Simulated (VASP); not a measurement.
# Se (Fd-3m) in VASP: further runs

Runs on Se. Level: PBE. Tasks: single point.

All numbers are computed with VASP 6.6.1; they aren't measurements. Logs are shortened: lines on timing, memory, paths and dates and some standing lists are left out, and cuts for length are marked.

**1. The cell of the first run**

Symmetry: Fd-3m, No. 227, cubic system. Conventional cell: a = 5.622 Å, b = 5.622 Å, c = 5.622 Å, α = 90.00°, β = 90.00°, γ = 90.00°. Se (site symmetry -43m) has 4 Se at 2.43 Å within 3.2 Å.

**2. Single point, PBE (volume scaled by 0.7)**

The input, INCAR:

```
ALGO = Normal ; EDIFF = 1E-6
ENCUT = 520 ; GGA = PE
ISIF = 2 ; ISMEAR = -1
LASPH = True ; LCHARG = False
LREAL = False ; LWAVE = False
NBANDS = 13 ; NELM = 100
PREC = Accurate ; SIGMA = 0.1
```

The input, KPOINTS:

```
k-points
0
Gamma
  11 11 11
```

The input, POSCAR:

```
Se
1.0
    0.0000000000      2.8108357645      2.8108357645
    2.8108357645      0.0000000000      2.8108357645
    2.8108357645      2.8108357645      0.0000000000
Se
2
Direct
   -0.1250000000     -0.1250000000     -0.1250000000
    0.1250000000      0.1250000000      0.1250000000
```

Potentials or basis: VASP PAW PBE potentials, release 64 (Se).

On the command line:

```sh
$ cat potpaw_PBE.64/Se/POTCAR > POTCAR
$ mpirun -np 1 vasp_std > vasp.out
```

OUTCAR:

```text
EDIFF = 1E-6
   ENCUT = 520
   GGA = PE
   ISIF = 2
   ISMEAR = -1
   LASPH = True
   LREAL = False
   NELM = 100
   PREC = Accurate

 ion  position               nearest neighbor table
   1  0.875  0.875  0.875-   2 2.43   2 2.43   2 2.43   2 2.43
   2  0.125  0.125  0.125-   1 2.43   1 2.43   1 2.43   1 2.43

  LATTYP: Found a face centered cubic cell.
 ALAT       =     5.6216715290

  Lattice vectors:

 A1 = (   0.0000000000,   2.8108357645,   2.8108357645)
 A2 = (   2.8108357645,   0.0000000000,   2.8108357645)
 A3 = (   2.8108357645,   2.8108357645,   0.0000000000)

Analysis of symmetry for initial positions (statically):
=====================================================================
 Subroutine PRICEL returns:
 Original cell was already a primitive cell.

 Routine SETGRP: Setting up the symmetry group for a
 face centered cubic supercell.

 Subroutine GETGRP returns: Found 48 space group operations
 (whereof 12 operations were pure point group operations)
 out of a pool of 48 trial point group operations.

The static configuration has the point symmetry D_3d.
 The point group associated with its full space group is O_h .

Analysis of symmetry for dynamics (positions and initial velocities):
=====================================================================
 Subroutine PRICEL returns:
 Original cell was already a primitive cell.

 Routine SETGRP: Setting up the symmetry group for a
 face centered cubic supercell.

 Subroutine GETGRP returns: Found 48 space group operations
 (whereof 12 operations were pure point group operations)
 out of a pool of 48 trial point group operations.

The dynamic configuration has the point symmetry D_3d.
 The point group associated with its full space group is O_h .

 Subroutine INISYM returns: Found 48 space group operations
 (whereof 12 operations are pure point group operations),
 and found     1 'primitive' translations

----------------------------------------------------------------------------------------

                                     Primitive cell

  volume of cell :      44.4157

  direct lattice vectors                    reciprocal lattice vectors
     0.000000000  2.810835765  2.810835765    -0.177883036  0.177883036  0.177883036
     2.810835765  0.000000000  2.810835765     0.177883036 -0.177883036  0.177883036
     2.810835765  2.810835765  0.000000000     0.177883036  0.177883036 -0.177883036

  length of vectors
     3.975122060  3.975122060  3.975122060     0.308102456  0.308102456  0.308102456

  position of ions in fractional coordinates (direct lattice)
     0.875000000  0.875000000  0.875000000
     0.125000000  0.125000000  0.125000000

  ion indices of the primitive-cell ions
   primitive index   ion index
                 1           1
                 2           2

----------------------------------------------------------------------------------------

 KPOINTS: k-points

Automatic generation of k-mesh.
 Grid dimensions read from file:
 generate k-points for:   11   11   11

 Generating k-lattice:

  Cartesian coordinates                     Fractional coordinates (reciprocal lattice)
    -0.016171185  0.016171185  0.016171185     0.090909091  0.000000000  0.000000000
     0.016171185 -0.016171185  0.016171185     0.000000000  0.090909091  0.000000000
     0.016171185  0.016171185 -0.016171185     0.000000000  0.000000000  0.090909091

  Length of vectors
     0.028009314  0.028009314  0.028009314

  Shift w.r.t. Gamma in fractional coordinates (k-lattice)
     0.000000000  0.000000000  0.000000000

 Subroutine IBZKPT returns following result:
 ===========================================

 Found     56 irreducible k-points:

 Following reciprocal coordinates:
            Coordinates               Weight
  0.000000  0.000000  0.000000      1.000000
  0.090909  0.000000  0.000000      8.000000
  0.181818  0.000000  0.000000      8.000000
  0.272727  0.000000  0.000000      8.000000
  0.363636  0.000000  0.000000      8.000000
  0.454545  0.000000  0.000000      8.000000
[... 16 lines left out ...]
 -0.272727  0.181818  0.000000     24.000000
 -0.181818  0.181818  0.000000     12.000000
 [... further k-points ...]
   k-points           NKPTS =     56   k-points in BZ     NKDIM =     56   number of bands    NBANDS=     13
   number of dos      NEDOS =    301   number of ions     NIONS =      2
   total plane-waves  NPLWV =  27000
   dimension x,y,z NGX =    30 NGY =   30 NGZ =   30
   dimension x,y,z NGXF=    60 NGYF=   60 NGZF=   60
   ions per type =               2
   NGX,Y,Z   is equivalent  to a cutoff of  12.55, 12.55, 12.55 a.u.
   NGXF,Y,Z  is equivalent  to a cutoff of  25.09, 25.09, 25.09 a.u.
 SYSTEM =  unknown system
   PREC   = accura    normal or accurate (medium, high low for compatibility)
   ISTART =      0    job   : 0-new  1-cont  2-samecut
   ICHARG =      2    charge: 1-file 2-atom 10-const
   ISPIN  =      1    spin polarized calculation?
   LNONCOLLINEAR =      F non collinear calculations
   LSORBIT =      F    spin-orbit coupling
   LASPH  =      T    aspherical Exc in radial PAW
   ENCUT  =  520.0 eV  38.22 Ry    6.18 a.u.   7.39  7.39  7.39*2*pi/ulx,y,z
   NELM   =    100;   NELMIN=  2; NELMDL= -5     # of ELM steps
   EDIFF  = 0.1E-05   stopping-criterion for ELM
   LREAL  =      F    real-space projection
   EDIFFG = 0.1E-04   stopping-criterion for IOM
   NSW    =      0    number of steps for IOM
   IBRION =     -1    ionic relax: 0-MD 1-quasi-New 2-CG
   NFREE  =      0    steps in history (QN), initial steepest desc. (CG)
   ISIF   =      2    stress and relaxation
   ISYM   =      2    0-nonsym 1-usesym 2-fastsym
   POTIM  = 0.5000    time-step for ionic-motion
   TEBEG  =    0.0;   TEEND  =   0.0 temperature during run
   PSTRESS=    0.0 pullay stress
   NELECT =      12.0000    total number of electrons
   NUPDOWN=      -1.0000    fix difference up-down
   EMIN   =  10.00;   EMAX   =-10.00  energy-range for DOS
   EFERMI =   0.00;   METHOD = LEGACY
   ISMEAR =    -1;   SIGMA  =   0.10  broadening in eV -4-tet -1-fermi 0-gaus
   EFERMI_NEDOS =   21; number of points for ismear=-14 and -15
   IALGO  =     38    algorithm
   IMIX   =      4    mixing-type and parameters
     AMIX     =   0.40;   BMIX     =  1.00
     AMIX_MAG =   1.60;   BMIX_MAG =  1.00
  volume/ion in A,a.u.               =      22.21       149.87
  Fermi-wavevector in a.u.,A,eV,Ry     =   1.058335  1.999963 15.239515  1.120073
  Thomas-Fermi vector in A             =   2.193640
   LORBIT       =      0    0 simple, 1 ext, 2 COOP (PROOUT), +10 PAW based schemes
   GGA     = PE    functional components
   LHFCALC =     F    Hartree Fock is set to
   AEXX    =    0.0000 exact exchange contribution
   IVDW    =     0    specifies the selected vdW correction
   LEPSILON=     F    determine dielectric tensor
   LRPA    =     F    only Hartree local field effects (RPA)
 non-spin polarized calculation
  energy-cutoff  :      520.00
  volume of cell :       44.42
 maximum number of plane-waves:      1243
 NGX is ok and might be reduce to    30
   NGX = 15   NGY = 15   NGZ = 15

 number of electron      12.0000000 magnetization

 Free energy of the ion-electron system (eV)
  ---------------------------------------------------
  ext. energy  EPLUGINS =         0.00000000
  ---------------------------------------------------
  free energy    TOTEN  =        -4.76205212 eV

  energy without entropy =       -4.71001314  energy(sigma->0) =       -4.73603263

 E-fermi :   5.5562     XC(G=0):  -9.7412

 val. band max:        5.5473203031   @ k =  -0.3636   0.2727   0.0909
 cond. band min:       5.5655696274   @ k =   0.2727   0.1818   0.0909
 fundamental gap:      0.0182493243
 Fermi energy:         5.5561867798

 k-point     1 :       0.0000    0.0000    0.0000
  band No.  band energies     occupation
      1     -12.5310      2.00000
      2      -3.2711      2.00000
      3       0.8075      2.00000
      4       0.8075      2.00000
      5       0.8075      2.00000
      6       4.1992      2.00000
      7       4.1992      2.00000
      8       4.1992      2.00000
      9       9.8829      0.00000
     10      12.7953      0.00000
     11      12.7953      0.00000
     12      15.2357      0.00000
     13      15.2357      0.00000

 k-point     2 :       0.0909    0.0000    0.0000
  band No.  band energies     occupation
      1     -12.4468      2.00000
      2      -3.6997      2.00000
      3       0.6873      2.00000
      4       0.6873      2.00000
      5       0.9249      2.00000
      6       4.3798      1.99998
      7       4.3798      1.99998
      8       4.4064      1.99998
      9      10.2664      0.00000
     10      12.4573      0.00000
     11      12.4573      0.00000
     12      14.8876      0.00000
     13      15.9253      0.00000

 k-point     3 :       0.1818    0.0000    0.0000
  band No.  band energies     occupation
      1     -12.2007      2.00000
      2      -4.6753      2.00000
      3       0.4132      2.00000
      4       0.4132      2.00000
      5       0.9796      2.00000
      6       4.7996      1.99897
      7       4.7996      1.99897
      8       5.1412      1.96896
      9      11.1452      0.00000
     10      12.0514      0.00000
     11      12.0514      0.00000
     12      14.4322      0.00000
     13      17.3920      0.00000
[... 305 lines left out ...]
 k-point    23 :      -0.2727    0.1818    0.0000
  band No.  band energies     occupation
      1     -11.2347      2.00000
      2      -6.9011      2.00000
      3      -1.5194      2.00000
      4      -0.1189      2.00000
      5       2.2141      2.00000
      6       5.7086      0.35771
      7       5.7620      0.22649
      8       7.0020      0.00000
      9      11.3976      0.00000
     10      12.2204      0.00000
     11      13.4006      0.00000
     12      15.7253      0.00000
     13      17.2286      0.00000

 k-point    24 :      -0.1818    0.1818    0.0000
  band No.  band energies     occupation
      1     -11.6772      2.00000
      2      -6.0348      2.00000
      3      -1.0568      2.00000
      4       0.1937      2.00000
      5       1.9932      2.00000
      6       5.2214      1.93207
      7       5.2299      1.92630
      8       6.4857      0.00018
      9      11.1808      0.00000
     10      12.3689      0.00000
     11      12.6298      0.00000
     12      15.9630      0.00000
     13      17.4248      0.00000

 [... further k-points ...]

------------------------ aborting loop because EDIFF is reached ----------------------------------------

  FORCE on cell =-STRESS in cart. coord.  units (eV):
  Direction    XX          YY          ZZ          XY          YZ          ZX
  --------------------------------------------------------------------------------------
  -------------------------------------------------------------------------------------
  Total        7.9033355      7.9033355      7.9033355      0.0000000      0.0000000      0.0000000
  in kB      285.0917123    285.0917123    285.0917123      0.0000000      0.0000000      0.0000000
  external PRESSURE =     285.0917123 kB  Pullay stress =       0.0000000 kB

 VOLUME and BASIS-vectors are now :
 -----------------------------------------------------------------------------
  energy-cutoff  :      520.00
  volume of cell :       44.42
      direct lattice vectors                 reciprocal lattice vectors
     0.000000000  2.810835765  2.810835765    -0.177883036  0.177883036  0.177883036
     2.810835765  0.000000000  2.810835765     0.177883036 -0.177883036  0.177883036
     2.810835765  2.810835765  0.000000000     0.177883036  0.177883036 -0.177883036

 POSITION                                       TOTAL-FORCE (eV/Angst)
 -----------------------------------------------------------------------------------
      4.91896      4.91896      4.91896         0.000000      0.000000     -0.000000
      0.70271      0.70271      0.70271        -0.000000     -0.000000      0.000000
 -----------------------------------------------------------------------------------
    total drift:                               -0.000000      0.000000      0.000000

  FREE ENERGIE OF THE ION-ELECTRON SYSTEM (eV)
  ---------------------------------------------------
  free  energy   TOTEN  =        -4.7620521189 eV

  energy  without entropy=       -4.7100131368  energy(sigma->0) =       -4.73603263
```

Wall time 12 s (1 thread of Intel Xeon 6975P-C (Granite Rapids), shared host); peak memory 0.17 GiB.

What came out:

```
Free energy            : -4.7621 eV
Pressure               : 28.5 GPa
Band gap on the k mesh : zero (band 6 reaches 6.20 eV, above the bottom of band 7 at 4.20 eV)
```

Levels at points of the mesh, in eV from the Fermi level:
| k point | band 2 | band 3 | band 4 | band 5 | band 6 | band 7 | band 8 | band 9 | band 10 | band 11 |
| --- | --- | --- | --- | --- | --- | --- | --- | --- | --- | --- |
| (0.00, 0.00, 0.00) | -8.83 | -4.75 | -4.75 | -4.75 | -1.36 | -1.36 | -1.36 | 4.33 | 7.24 | 7.24 |

Caveat: the cell differs from its parent crystal (volume scaled by 0.7).

**3. Single point, PBE (volume scaled by 0.8)**

The input, INCAR:

```
PREC = Accurate
ENCUT = 520
EDIFF = 1E-6
ISMEAR = -1
SIGMA = 0.1
LREAL = F
LASPH = T
NELM = 100
ALGO = Normal
ISIF = 2
LWAVE = F
LCHARG = F
GGA = PE
NBANDS = 13
```

The input, KPOINTS:

```
regular mesh
0
Gamma
  11 11 11
```

The input, POSCAR:

```
Se
1.0
    0.0000000000      2.9387735323      2.9387735323
    2.9387735323      0.0000000000      2.9387735323
    2.9387735323      2.9387735323      0.0000000000
Se
2
Direct
   -0.1250000000     -0.1250000000     -0.1250000000
    0.1250000000      0.1250000000      0.1250000000
```

Potentials or basis: VASP PAW PBE potentials, release 64 (Se).

On the command line:

```sh
$ cat potpaw_PBE.64/Se/POTCAR > POTCAR
$ mpirun -np 1 vasp_std > vasp.out
```

It took 9.7 s on 1 thread of Intel Xeon 6975P-C (Granite Rapids), shared host; peak memory 0.18 GiB.

Results (log left out):

```
Free energy            : -5.5705 eV
Pressure               : 13.7 GPa
Band gap on the k mesh : zero (band 6 reaches 4.49 eV, above the bottom of band 7 at 3.01 eV)
```

Levels at points of the mesh, in eV from the Fermi level:
| k point | band 2 | band 3 | band 4 | band 5 | band 6 | band 7 | band 8 | band 9 | band 10 | band 11 |
| --- | --- | --- | --- | --- | --- | --- | --- | --- | --- | --- |
| (0.00, 0.00, 0.00) | -9.50 | -4.23 | -4.23 | -4.23 | -1.12 | -1.12 | -1.12 | 4.33 | 7.38 | 7.38 |

Caveat: the cell differs from its parent crystal (volume scaled by 0.8).

**4. Single point, PBE (volume scaled by 0.9)**

The input, INCAR:

```
  PREC = Accurate
  ENCUT = 520
  EDIFF = 1E-6
  ISMEAR = -1
  SIGMA = 0.1
  LREAL = False
  LASPH = True
  NELM = 60
  ALGO = Normal
  ISIF = 2
  LWAVE = False
  LCHARG = True
  GGA = PE
  LELF = True
  LVHAR = True
  NBANDS = 13
```

KPOINTS is that of step 3.

The input, POSCAR:

```
Se
1.0
    0.0000000000      3.0564476421      3.0564476421
    3.0564476421      0.0000000000      3.0564476421
    3.0564476421      3.0564476421      0.0000000000
Se
2
Direct
   -0.1250000000     -0.1250000000     -0.1250000000
    0.1250000000      0.1250000000      0.1250000000
```

Potentials or basis: VASP PAW PBE potentials, release 64 (Se).

On the command line:

```sh
$ cat potpaw_PBE.64/Se/POTCAR > POTCAR
$ mpirun -np 1 vasp_std > vasp.out
```

OUTCAR:

```text
PREC = Accurate
   ENCUT = 520
   EDIFF = 1E-6
   ISMEAR = -1
   LREAL = False
   LASPH = True
   NELM = 60
   ISIF = 2
   GGA = PE

 ion  position               nearest neighbor table
   1  0.875  0.875  0.875-   2 2.65   2 2.65   2 2.65   2 2.65
   2  0.125  0.125  0.125-   1 2.65   1 2.65   1 2.65   1 2.65

  LATTYP: Found a face centered cubic cell.
 ALAT       =     6.1128952842

  Lattice vectors:

 A1 = (   0.0000000000,   3.0564476421,   3.0564476421)
[... 570 lines left out ...]

------------------------ aborting loop because EDIFF is reached ----------------------------------------

  FORCE on cell =-STRESS in cart. coord.  units (eV):
  Direction    XX          YY          ZZ          XY          YZ          ZX
  --------------------------------------------------------------------------------------
  -------------------------------------------------------------------------------------
  Total        1.8319152      1.8319152      1.8319152     -0.0000000      0.0000000     -0.0000000
  in kB       51.3966820     51.3966820     51.3966820     -0.0000000      0.0000000     -0.0000000
  external PRESSURE =      51.3966820 kB  Pullay stress =       0.0000000 kB

 VOLUME and BASIS-vectors are now :
 -----------------------------------------------------------------------------
  energy-cutoff  :      520.00
  volume of cell :       57.11
      direct lattice vectors                 reciprocal lattice vectors
     0.000000000  3.056447642  3.056447642    -0.163588603  0.163588603  0.163588603
     3.056447642  0.000000000  3.056447642     0.163588603 -0.163588603  0.163588603
     3.056447642  3.056447642  0.000000000     0.163588603  0.163588603 -0.163588603

 POSITION                                       TOTAL-FORCE (eV/Angst)
 -----------------------------------------------------------------------------------
      5.34878      5.34878      5.34878        -0.000000     -0.000000     -0.000000
      0.76411      0.76411      0.76411         0.000000      0.000000      0.000000
 -----------------------------------------------------------------------------------
    total drift:                                0.000000      0.000000     -0.000000

  FREE ENERGIE OF THE ION-ELECTRON SYSTEM (eV)
  ---------------------------------------------------
  free  energy   TOTEN  =        -5.9286634725 eV

  energy  without entropy=       -5.8741791620  energy(sigma->0) =       -5.90142132
```

Run time: 10 s. Hardware: 1 thread of Intel Xeon 6975P-C (Granite Rapids), shared host; peak memory 0.19 GiB.

Results:

```yaml
Free_energy: -5.9287 eV
Pressure: 5.1 GPa
Band_gap_on_the_k_mesh: zero (band 6 reaches 3.22 eV, above the bottom of band 7 at 2.06 eV)
```

Levels at points of the mesh, in eV from the Fermi level:
```csv
k point,band 3,band 4,band 5,band 6,band 7,band 8,band 9,band 10
"(0.00, 0.00, 0.00)",-3.78,-3.78,-3.78,-0.91,-0.91,-0.91,4.37,7.54
```

Caveat: the cell differs from its parent crystal (volume scaled by 0.9).

**5. Single point, PBE**

This run uses another cell than the first one, of 31.73 Å³/atom, 1.429 times its volume.

The input, INCAR:

```
SYSTEM = Se
ALGO = Normal
EDIFF = 1E-6
ENCUT = 520
GGA = PE
ISIF = 2
ISMEAR = -1
LASPH = .True.
LCHARG = .False.
LREAL = .False.
LWAVE = .False.
NBANDS = 13
NELM = 100
PREC = Accurate
SIGMA = 0.1
```

The input, KPOINTS:

```
k-points
0
Gamma
  11 11 11
  0 0 0
```

The input, POSCAR:

```
Se
1.0
    0.0000000000      3.1656978221      3.1656978221
    3.1656978221      0.0000000000      3.1656978221
    3.1656978221      3.1656978221      0.0000000000
Se
2
Direct
   -0.1250000000     -0.1250000000     -0.1250000000
    0.1250000000      0.1250000000      0.1250000000
```

On the command line:

```sh
$ cat potpaw_PBE.64/Se/POTCAR > POTCAR
$ mpirun -np 1 vasp_std > vasp.out
```

Wall time 16 s (1 thread of Intel Xeon 6975P-C (Granite Rapids), shared host); peak memory 0.21 GiB.

It converged, with:

```
Free energy            : -6.0228 eV
Pressure               : 0.0 GPa
Band gap on the k mesh : zero (band 6 reaches 2.30 eV, above the bottom of band 7 at 1.27 eV)
```

Levels at points of the mesh, in eV from the Fermi level:
```tsv
k point	band 4	band 5	band 6	band 7	band 8	band 9
(0.00, 0.00, 0.00)	-3.38	-3.38	-0.74	-0.74	-0.74	4.42
```

**6. Overview**

| cell | gap on the mesh (eV) | pressure (GPa) |
| --- | --- | --- |
| a = 3.975 Å, angles 60.0°, 2 atoms | none | 28.5 |
| a = 4.156 Å, angles 60.0°, 2 atoms | none | 13.7 |
| a = 4.322 Å, angles 60.0°, 2 atoms | none | 5.1 |
| a = 4.477 Å, angles 60.0°, 2 atoms | none | 0.0 |

Alike in all rows: task single point; level PBE; potentials or basis VASP PAW PBE potentials, release 64 (Se); no spin polarisation; k mesh 11 × 11 × 11; cutoff (eV) 520; smearing fermi-dirac 0.1 eV.

Absolute energies hang on the potentials; compare differences alone.
